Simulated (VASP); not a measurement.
# Al36N36F (a cell with a defect) in VASP: notebook, part 2 of 3

VASP 6.6.1. Earlier steps stand in the parts before.

## 3. Single point, PBE

INCAR reads:

```
SYSTEM = Al36N36F
PREC = Accurate
ENCUT = 520
EDIFF = 1E-6
ISMEAR = -1
SIGMA = 0.01
LREAL = Auto
LASPH = .TRUE.
NELM = 120
ALGO = Normal
ISIF = 2
LWAVE = .FALSE.
LCHARG = .FALSE.
GGA = PE
NELECT = 294.0
NBANDS = 190
GGA_COMPAT = .FALSE.
ISYM = -1
```

KPOINTS reads:

```
explicit points
1
Reciprocal
  0.25000000   0.25000000   0.25000000 1
```

POSCAR reads:

```
Al36N36F
1.0
    9.3892708692      0.0000000883      0.0000000000
   -4.6946355111      8.1313470516      0.0000000000
    0.0000000000      0.0000000000     10.0348065900
Al N F
36 36 1
Direct
    0.2228570172      0.1116220211      0.2507781816
    0.1120379787      0.2220077996      0.5002574462
    0.2222806308      0.1116576555      0.7523800529
    0.1117933261      0.2226903345      1.0014084942
    0.2190221967      0.4427738365      0.2506084131
    0.1117594231      0.5564314281      0.5001532418
    0.2203113913      0.4433627350      0.7494775033
    0.1112545154      0.5555492406      1.0009711658
    0.2228893552      0.7779787913      0.2506415431
    0.1168293649      0.8919824066      0.5025257561
    0.2223360796      0.7774324733      0.7520471211
    0.1115534481      0.8894509268      1.0013558210
    0.5564621474      0.1118711998      0.2506899760
    0.4425798347      0.2175303261      0.5022211370
    0.5566996869      0.1116516187      0.7521841952
    0.4449969266      0.2228433298      1.0015711722
    0.5568301241      0.4480047224      0.2488393239
    0.4433774154      0.5551075208      0.5024494047
    0.5550198975      0.4433875484      0.7493557113
    0.4422205004      0.5545274696      0.9954035886
    0.5574061550      0.7758306987      0.2486028646
    0.4429477425      0.8917498837      0.5021205586
    0.5553297705      0.7782582529      0.7492213978
    0.4451854424      0.8890936722      1.0013648277
    0.8912042839      0.1144559200      0.2506067094
    0.7778481828      0.2217404922      0.5001769875
    0.8902784305      0.1124256246      0.7493846838
    0.7784742362      0.2222400343      1.0012598236
    0.8904688873      0.4426298392      0.2503743075
    0.7787827610      0.5552303365      0.5025495190
    0.8896387385      0.4435686672      0.7493567177
    0.7785270594      0.5550567805      0.9954139234
    0.8868676472      0.7764648968      0.2490960951
    0.7792485039      0.8900127953      0.5025273179
    0.8909996548      0.7784294354      0.7490672654
    0.7788185604      0.8900302596      0.9951360347
    0.2230523972      0.1115561651      0.4413179343
    0.1120401095      0.2224484298      0.1915922091
    0.2226102862      0.1118396087      0.9424081488
    0.1119375781      0.2217105731      0.6904509095
    0.2221039280      0.4446474893      0.4416734763
    0.1118562880      0.5557505146      0.1916383257
    0.2196007342      0.4434212173      0.9388628497
    0.1117493935      0.5562583216      0.6908558496
    0.2232297033      0.7785709061      0.4416400524
    0.1117864804      0.8887513385      0.1922787246
    0.2227468924      0.7780557280      0.9426498515
    0.1140780325      0.8898888780      0.6932994596
    0.5560139378      0.1116936513      0.4415465639
    0.4461032144      0.2238418692      0.1921059407
    0.5561611086      0.1118746238      0.9427376943
    0.4444303927      0.2207365957      0.6929748338
    0.5522097330      0.4379155596      0.4499618949
    0.4320081253      0.5497309758      0.1832689827
    0.5553046287      0.4445058100      0.9398726121
    0.4440043801      0.5551611509      0.6932354184
    0.5527072244      0.7817627742      0.4500358830
    0.4465087168      0.8891067347      0.1924683526
    0.5554624728      0.7783804211      0.9398939130
    0.4447299655      0.8899186285      0.6932490981
    0.8893774818      0.1113429688      0.4414662027
    0.7790081040      0.2223167091      0.1915760417
    0.8903368070      0.1134977362      0.9396291147
    0.7781071351      0.2217970232      0.6909263374
    0.8891647889      0.4446022692      0.4415148269
    0.7853837779      0.5502453488      0.1835996638
    0.8900526811      0.4438342845      0.9396359631
    0.7786611432      0.5550935035      0.6933881759
    0.8972936659      0.7819173353      0.4503416653
    0.7862602259      0.9015640809      0.1832319247
    0.8900884420      0.7784770377      0.9397042463
    0.7790087219      0.8893488787      0.6934052810
    0.6672572685      0.6669286981      0.3115591408
```

Potentials or basis: VASP PAW PBE potentials, release 64 (Al, N, F).

Command:

```bash
> cat potpaw_PBE.64/Al/POTCAR potpaw_PBE.64/N/POTCAR potpaw_PBE.64/F/POTCAR > POTCAR
> mpirun -np 1 vasp_std > vasp.out
```

OUTCAR:

```text
SYSTEM = Al36N36F
   PREC = Accurate
   ENCUT = 520
   EDIFF = 1E-6
   ISMEAR = -1
   LREAL = Auto
   LASPH = .TRUE.
   NELM = 120
   ISIF = 2
   GGA = PE
   NELECT = 294.0
   ISYM = -1

 ion  position               nearest neighbor table
   1  0.223  0.112  0.251-  38 1.90  46 1.90  50 1.91  37 1.91   2 3.08  16 3.08   4 3.09  12 3.09
                            14 3.09  10 3.09  25 3.13   5 3.13  13 3.13   9 3.13  17 3.15  33 3.15
   2  0.112  0.222  0.500-  37 1.90  41 1.90  61 1.90  40 1.91   7 3.08   5 3.08  25 3.08  27 3.08
                             1 3.08   3 3.10  18 3.12  34 3.12  10 3.12  14 3.12  26 3.14   6 3.14
   3  0.222  0.112  0.752-  40 1.90  48 1.90  52 1.90  39 1.91  10 3.08   4 3.08  12 3.08  14 3.08
                            16 3.09   2 3.10  19 3.12  35 3.12  27 3.12   7 3.12  11 3.14  15 3.14
   4  0.112  0.223  0.001-  39 1.90  43 1.90  63 1.90  38 1.91   5 3.08  25 3.08   3 3.08   1 3.09
                             7 3.10  27 3.10  20 3.11  36 3.13  28 3.13  12 3.13  16 3.13   8 3.13
   5  0.219  0.443  0.251-  54 1.86  42 1.89  38 1.89  41 1.92   4 3.08  25 3.08   8 3.08   6 3.08
                             2 3.08  29 3.08  18 3.12   1 3.13   9 3.13  20 3.14  17 3.15  21 3.15
   6  0.112  0.556  0.500-  41 1.90  45 1.90  65 1.90  44 1.91   5 3.08   7 3.08   9 3.08  31 3.08
                            29 3.09  11 3.10  18 3.12  30 3.12  10 3.13  22 3.13  26 3.14   2 3.14
   7  0.220  0.443  0.749-  44 1.89  40 1.90  43 1.90  56 1.90  20 3.06  18 3.07   2 3.08   6 3.08
                             8 3.10   4 3.10  27 3.10  31 3.11   3 3.12  11 3.13  19 3.14  23 3.15
   8  0.111  0.556  0.001-  43 1.90  67 1.90  47 1.90  42 1.91  29 3.08   5 3.08  11 3.08   9 3.09
                             7 3.10  31 3.10  20 3.11  32 3.12  28 3.13   4 3.13  24 3.13  12 3.13
   9  0.223  0.778  0.251-  46 1.90  42 1.90  58 1.91  45 1.92   6 3.08  24 3.09  12 3.09   8 3.09
[... 89 lines left out ...]
  71  0.890  0.778  0.940-  36 1.90  32 1.90  12 1.90  35 1.91
  72  0.779  0.889  0.693-  35 1.90  27 1.90  23 1.90  34 1.92
  73  0.667  0.667  0.312-  21 1.89  17 1.89  33 1.89

IMPORTANT INFORMATION: All symmetrisations will be switched off!
NOSYMM: (Re-)initialisation of all symmetry stuff for point group C_1.

----------------------------------------------------------------------------------------

                                     Primitive cell

  volume of cell :     766.1316

  direct lattice vectors                    reciprocal lattice vectors
[... 222 lines left out ...]
 NGX is ok and might be reduce to    70
   NGX = 35   NGY = 35   NGZ = 37

 number of electron     293.9999999 magnetization

 Free energy of the ion-electron system (eV)
  ---------------------------------------------------
  ext. energy  EPLUGINS =         0.00000000
  ---------------------------------------------------
  free energy    TOTEN  =      -543.24850118 eV

  energy without entropy =     -543.24778930  energy(sigma->0) =     -543.24814524

 E-fermi :   5.7941     XC(G=0): -10.8701

 val. band max:        5.7304748712   @ k =   0.2500   0.2500   0.2500
 cond. band min:       5.8542488304   @ k =   0.2500   0.2500   0.2500
 fundamental gap:      0.1237739592
 Fermi energy:         5.7940779784

 k-point     1 :       0.2500    0.2500    0.2500
  band No.  band energies     occupation
      1     -18.4307      2.00000
      2      -8.7537      2.00000
      3      -8.4704      2.00000
      4      -8.4310      2.00000
      5      -8.2906      2.00000
      6      -8.0610      2.00000
[... 151 lines left out ...]
    158      12.0156      0.00000
    159      12.0771      0.00000
 [bands above 159 left out]

------------------------ aborting loop because EDIFF is reached ----------------------------------------

  FORCE on cell =-STRESS in cart. coord.  units (eV):
  Direction    XX          YY          ZZ          XY          YZ          ZX
  --------------------------------------------------------------------------------------
  -------------------------------------------------------------------------------------
  Total        2.8378496     -1.3937042     -1.4059430     -4.0325481      2.1991255      2.1941816
  in kB        5.9346702     -2.9145923     -2.9401868     -8.4330906      4.5989345      4.5885954
  external PRESSURE =       0.0266304 kB  Pullay stress =       0.0000000 kB

 VOLUME and BASIS-vectors are now :
 -----------------------------------------------------------------------------
  energy-cutoff  :      520.00
  volume of cell :      766.13
      direct lattice vectors                 reciprocal lattice vectors
     9.389270869  0.000000088  0.000000000     0.106504542  0.061490427  0.000000000
    -4.694635511  8.131347052  0.000000000    -0.000000001  0.122980853  0.000000000
     0.000000000  0.000000000 10.034806590     0.000000000  0.000000000  0.099653141

 POSITION                                       TOTAL-FORCE (eV/Angst)
 -----------------------------------------------------------------------------------
      1.56844      0.90764      2.51651         0.009911      0.002525      0.002613
      0.00971      1.80522      5.01999        -0.002893     -0.006378      0.003445
      1.56286      0.90793      7.54999        -0.002535      0.005858      0.006704
      0.00421      1.81077      0.01413         0.001628     -0.002791     -0.003345
     -0.02220      3.60035      2.51481         0.007560      0.000163      0.008288
     -1.56290      4.52454      5.01894        -0.005101     -0.009536     -0.001029
[... 65 lines left out ...]
      3.13916      7.23160      6.95819         0.005314     -0.007144     -0.005593
      3.13407      5.42303      3.12644         0.005316      0.015019      0.015368
 -----------------------------------------------------------------------------------
    total drift:                               -0.015775      0.005388      0.046513

  FREE ENERGIE OF THE ION-ELECTRON SYSTEM (eV)
  ---------------------------------------------------
  free  energy   TOTEN  =      -543.2485011806 eV

  energy  without entropy=     -543.2477892991  energy(sigma->0) =     -543.24814524
```

Wall time 4.4 min (1 thread of Intel Xeon 6975P-C (Granite Rapids), shared host); peak memory 0.8 GiB.

Results:

```yaml
Free_energy: -543.2485 eV
Largest_force: 0.036 eV/Å
```

Forces on the atoms (eV/Å):
```
Al   0.010  0.003  0.003
Al  -0.003 -0.006  0.003
Al  -0.003  0.006  0.007
Al   0.002 -0.003 -0.003
Al   0.008  0.000  0.008
Al  -0.005 -0.010 -0.001
Al   0.003  0.000 -0.007
Al   0.000 -0.008 -0.008
Al   0.000  0.015 -0.003
Al   0.003  0.005 -0.003
Al  -0.003 -0.004  0.003
Al  -0.004  0.001  0.002
Al  -0.009 -0.005 -0.004
Al  -0.004 -0.006 -0.002
Al  -0.002  0.004  0.000
Al  -0.007 -0.010  0.004
Al   0.007 -0.031 -0.017
Al   0.001 -0.012 -0.001
Al  -0.002 -0.001  0.002
Al   0.001 -0.005 -0.001
Al  -0.030 -0.001 -0.018
Al  -0.005 -0.004 -0.006
Al  -0.001  0.001  0.006
Al  -0.002 -0.005 -0.003
Al  -0.002  0.015  0.008
Al  -0.002  0.001  0.003
Al  -0.003 -0.001 -0.005
Al  -0.005 -0.004  0.001
Al   0.000  0.000  0.008
Al   0.002 -0.005  0.013
Al  -0.009  0.000 -0.004
Al  -0.006 -0.001 -0.009
Al   0.022  0.007 -0.015
Al  -0.008 -0.002  0.009
Al  -0.009 -0.002  0.004
Al  -0.008 -0.005 -0.006
N    0.005  0.004  0.001
N   -0.004 -0.004 -0.001
N    0.002  0.009 -0.004
N    0.000 -0.003 -0.001
N    0.008  0.012 -0.003
N   -0.008 -0.005  0.002
N    0.002  0.008  0.008
N    0.000 -0.001  0.004
N    0.003  0.005  0.005
N    0.000 -0.006  0.002
N    0.007  0.007  0.000
N    0.003 -0.002 -0.006
N   -0.001  0.005  0.005
N   -0.004 -0.006 -0.003
N    0.004  0.006 -0.001
N   -0.001 -0.002 -0.006
N   -0.005  0.006 -0.006
N   -0.018 -0.001  0.021
N    0.007  0.015  0.000
N   -0.004 -0.003 -0.004
N   -0.002  0.014 -0.002
N   -0.003 -0.005  0.001
N    0.008  0.008 -0.002
N    0.006 -0.005 -0.005
N    0.008  0.004 -0.005
N    0.002 -0.007  0.001
N    0.005  0.011  0.004
N    0.001 -0.002  0.001
N    0.006  0.003 -0.002
N    0.001 -0.007  0.011
N    0.007  0.005  0.007
N    0.004 -0.001  0.000
N    0.011  0.009 -0.011
N    0.005 -0.014  0.013
N    0.006  0.007 -0.001
N    0.005 -0.007 -0.006
F    0.005  0.015  0.015
```

Levels at points of the mesh, in eV from the Fermi level:
| k point | band 143 | band 144 | band 145 | band 146 | band 147 | band 148 | band 149 | band 150 | band 151 | band 152 |
| --- | --- | --- | --- | --- | --- | --- | --- | --- | --- | --- |
| (0.25, 0.25, 0.25) | -0.28 | -0.20 | -0.14 | -0.07 | -0.06 | 0.06 | 5.48 | 5.50 | 5.55 | 5.80 |

Caveat: the cell carries a net charge on a neutralising background, which shifts energy and pressure; the cell is charged against a uniform background, so pressure and absolute levels hang on convention.

## 4. Single point, PBE

INCAR reads:

```
SYSTEM = Al36N36F
PREC = Accurate ; ENCUT = 520
EDIFF = 1E-6 ; ISMEAR = -1
SIGMA = 0.01 ; LREAL = Auto
LASPH = .True. ; NELM = 120
ALGO = Normal ; ISIF = 2
LWAVE = .False. ; LCHARG = .True.
GGA = PE ; LELF = .True.
LVHAR = .True. ; NELECT = 296.0
NBANDS = 190 ; GGA_COMPAT = .False.
ISYM = -1
```

KPOINTS is that of step 3.

POSCAR reads:

```
Al36N36F
1.0
    9.3892708692      0.0000000866      0.0000000000
   -4.6946355096      8.1313470524      0.0000000000
    0.0000000000      0.0000000000     10.0348065929
Al N F
36 36 1
Direct
    0.2216991689      0.1108199807      0.2503059205
    0.1108563764      0.2216284219      0.4989524952
    0.2215406844      0.1109345303      0.7524555768
    0.1100455080      0.2224418381      1.0002922295
    0.2200649383      0.4435133694      0.2487772613
    0.1108697032      0.5561333933      0.4989511397
    0.2205592087      0.4437307678      0.7485462687
    0.1100273075      0.5545317368      1.0002874371
    0.2216796222      0.7778015687      0.2503291406
    0.1142391104      0.8905512188      0.5030684915
    0.2215860762      0.7775179822      0.7524327854
    0.1091428394      0.8880446625      1.0018056505
    0.5547266206      0.1108712174      0.2503329379
    0.4418834403      0.2182423308      0.5030833319
    0.5549687108      0.1109101474      0.7524305947
    0.4444359280      0.2233434572      1.0017886985
    0.5579103961      0.4503955649      0.2508289467
    0.4442948510      0.5555654773      0.5010376670
    0.5544707252      0.4433083662      0.7488255366
    0.4413794248      0.5542502071      0.9966300912
    0.5579926594      0.7745639966      0.2507113694
    0.4419544949      0.8905391786      0.5029640980
    0.5544542012      0.7780497716      0.7487864679
    0.4443856154      0.8881010925      1.0018349492
    0.8890235198      0.1124422440      0.2487930597
    0.7763438137      0.2215769604      0.4989811556
    0.8887780179      0.1119154979      0.7485423544
    0.7779419544      0.2224333652      1.0002722426
    0.8889897450      0.4434991141      0.2488332191
    0.7769517355      0.5555038127      0.5011408456
    0.8888067593      0.4436843535      0.7486378772
    0.7782487318      0.5541999390      0.9967353244
    0.8821511813      0.7745861029      0.2508324325
    0.7769080507      0.8881245713      0.5010226191
    0.8891794267      0.7779868583      0.7488245436
    0.7782741644      0.8911057292      0.9966478333
    0.2217533924      0.1106389440      0.4412037429
    0.1105556518      0.2220726013      0.1906977242
    0.2212329122      0.1111662374      0.9424223500
    0.1110651784      0.2215019689      0.6894421539
    0.2212798774      0.4442597867      0.4403766741
    0.1105115778      0.5551209721      0.1907025400
    0.2188614445      0.4430716313      0.9373069716
    0.1110658077      0.5561557521      0.6894411072
    0.2217660422      0.7782757171      0.4411709273
    0.1093338112      0.8879457977      0.1916737826
    0.2211977323      0.7772966289      0.9424111470
    0.1130156358      0.8898068265      0.6935307265
    0.5541316092      0.1106848550      0.4411898993
    0.4447040326      0.2233434804      0.1916546961
    0.5550892301      0.1111888329      0.9424029148
    0.4427049930      0.2195116035      0.6935415418
    0.5498665920      0.4345244034      0.4485948709
    0.4314958257      0.5491408638      0.1818096139
    0.5545148026      0.4439892029      0.9386287019
    0.4432786815      0.5549264019      0.6915692403
    0.5499761580      0.7823473570      0.4483042225
    0.4445395002      0.8881040446      0.1917510505
    0.5545037127      0.7779702391      0.9385400721
    0.4427902404      0.8897745053      0.6934070152
    0.8881073294      0.1110233325      0.4403979862
    0.7774870442      0.2220314808      0.1906822261
    0.8893772771      0.1135275467      0.9373089760
    0.7764021163      0.2214707708      0.6894763696
    0.8881671209      0.4441602471      0.4403725455
    0.7833683971      0.5492623229      0.1820531743
    0.8892725842      0.4430801084      0.9374142885
    0.7776568338      0.5548399064      0.6916879063
    0.8979053307      0.7824285196      0.4485873562
    0.7835396262      0.9010989730      0.1818504285
    0.8884151620      0.7778533843      0.9386444103
    0.7776412593      0.8892555766      0.6915518285
    0.6660235310      0.6664934813      0.3143039787
```

Command:

```bash
> cat potpaw_PBE.64/Al/POTCAR potpaw_PBE.64/N/POTCAR potpaw_PBE.64/F/POTCAR > POTCAR
> mpirun -np 1 vasp_std > vasp.out
```

Wall time 4.3 min (1 thread of Intel Xeon 6975P-C (Granite Rapids), shared host); peak memory 0.79 GiB.

Results (log left out):

```yaml
Free_energy: -531.4223 eV
Largest_force: 0.029 eV/Å
```

Forces in eV/Å, atoms in the order of the input:
```
Al  -0.009  0.012  0.000
Al   0.004 -0.009 -0.002
Al  -0.004  0.007  0.004
Al   0.005 -0.003  0.004
Al  -0.005  0.011 -0.004
Al   0.008 -0.013 -0.001
Al  -0.009  0.009  0.002
Al   0.005 -0.007  0.003
Al  -0.007  0.002 -0.001
Al   0.010 -0.003  0.004
Al  -0.008  0.007  0.004
Al   0.007 -0.011  0.001
Al   0.000  0.013 -0.001
Al   0.007 -0.010  0.004
Al  -0.005  0.008  0.001
Al   0.006 -0.005  0.002
Al  -0.005 -0.005  0.005
Al   0.010 -0.014 -0.010
Al  -0.005  0.009  0.004
Al   0.001 -0.009 -0.002
Al  -0.021  0.014 -0.005
Al   0.007 -0.005  0.005
Al  -0.005  0.008  0.006
Al   0.005 -0.007 -0.001
Al  -0.008  0.009  0.000
Al   0.009 -0.011 -0.001
Al  -0.010  0.010  0.002
Al   0.007 -0.005  0.003
Al  -0.008  0.008 -0.001
Al   0.003 -0.011 -0.008
Al  -0.008  0.008  0.003
Al   0.012 -0.013 -0.008
Al   0.008  0.013  0.001
Al   0.010 -0.010 -0.006
Al  -0.009  0.006  0.004
Al   0.003 -0.003 -0.003
N   -0.006  0.008  0.008
N    0.008 -0.014  0.001
N   -0.011  0.013 -0.004
N    0.013 -0.013 -0.006
N   -0.008  0.014 -0.004
N    0.010 -0.012  0.001
N   -0.006  0.012 -0.003
N    0.011 -0.010 -0.004
N   -0.012  0.016  0.006
N    0.015 -0.014  0.002
N   -0.009  0.014 -0.002
N    0.011 -0.011  0.000
N   -0.016  0.011  0.006
N    0.008 -0.023  0.004
N   -0.012  0.012 -0.002
N    0.013 -0.011 -0.002
N   -0.014  0.016  0.003
N    0.010 -0.016  0.002
N   -0.008  0.013 -0.006
N    0.012 -0.011 -0.003
N   -0.010  0.020  0.008
N    0.014 -0.016 -0.003
N   -0.008  0.008 -0.008
N    0.007 -0.011  0.002
N   -0.010  0.017 -0.006
N    0.008 -0.013  0.002
N   -0.013  0.009 -0.003
N    0.011 -0.014 -0.007
N   -0.010  0.014 -0.004
N    0.007 -0.015  0.003
N   -0.010  0.014 -0.004
N    0.013 -0.012 -0.001
N   -0.021  0.020  0.006
N    0.011 -0.012 -0.005
N   -0.010  0.012 -0.008
N    0.011 -0.015 -0.001
F    0.001  0.000  0.022
```

Levels at points of the mesh, in eV from the Fermi level:
```
           k point  band 146  band 147  band 148  band 149  band 150  band 151
(0.25, 0.25, 0.25)     -0.53     -0.45     -0.33      4.92      4.95      5.00
```

Caveat: the cell carries a net charge on a neutralising background, which shifts energy and pressure; the cell is charged against a uniform background, so pressure and absolute levels hang on convention.

(Continued in part 3 of 3.)
